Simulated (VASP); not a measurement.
Write the native input for VASP 6.6.1 that does the following.

```
Task                   : single point
Functional             : PBE
Potentials or basis    : VASP PAW PBE potentials, release 64 (Mg_sv, Zr_sv, N)
Cutoff                 : 840 eV
k mesh                 : 6 × 6 × 2
Occupations            : gaussian, width 0.1 eV
Spin                   : no spin polarisation
Dipole correction      : no
Further INCAR settings : ALGO = Normal; EDIFF = 1e-06; NBANDS = 32
```

The structure of Mg3ZrN lies in POSCAR:

```
Mg3ZrN
1.0
    4.9896152710      0.0000000000      0.0000000000
   -2.4948076355      4.3211335798      0.0000000000
    0.0000000000      0.0000000000      7.0188722091
Mg Zr N
3 1 1
Direct
    0.3333333333      0.6666666667      0.2886311468
    0.6666666667      0.3333333333      0.2886311468
    0.0000000000      0.0000000000      0.5364881844
    0.0000000000      0.0000000000      0.0722266047
    0.0000000000      0.0000000000      0.8143092574
```

The cell was generated, and may not be a known phase.

One way to write it, as run:

INCAR

```
SYSTEM = Mg3ZrN
PREC = Accurate
ENCUT = 840
EDIFF = 1E-6
ISMEAR = 0
SIGMA = 0.1
LREAL = .False.
LASPH = .True.
NELM = 120
ALGO = Normal
ISIF = 2
LWAVE = .False.
LCHARG = .True.
GGA = PE
LELF = .True.
LVHAR = .True.
NBANDS = 32
GGA_COMPAT = .False.
```

KPOINTS

```
Automatic mesh
0
Gamma
  6 6 2
  0 0 0
```

Potentials or basis: VASP PAW PBE potentials, release 64 (Mg_sv, Zr_sv, N).

The run is started by

```bash
$ cat potpaw_PBE.64/Mg_sv/POTCAR potpaw_PBE.64/Zr_sv/POTCAR potpaw_PBE.64/N/POTCAR > POTCAR
$ mpirun -np 1 vasp_std > vasp.out
```

It gave:

| Property | Result |
| --- | --- |
| Pressure | 0.2 GPa |
| Largest force | 0.121 eV/Å |
| Band gap on the k mesh | zero (an odd number of electrons rules out a gap without spin polarisation) |

Caveat: the k points lie up to 0.45 Å⁻¹ apart, too coarse for converged energies and pressures of a metal.

It took 110 s on 1 thread of Intel(R) Xeon(R) 6975P-C (Granite Rapids), with other jobs on the host, peak memory 0.47 GiB.
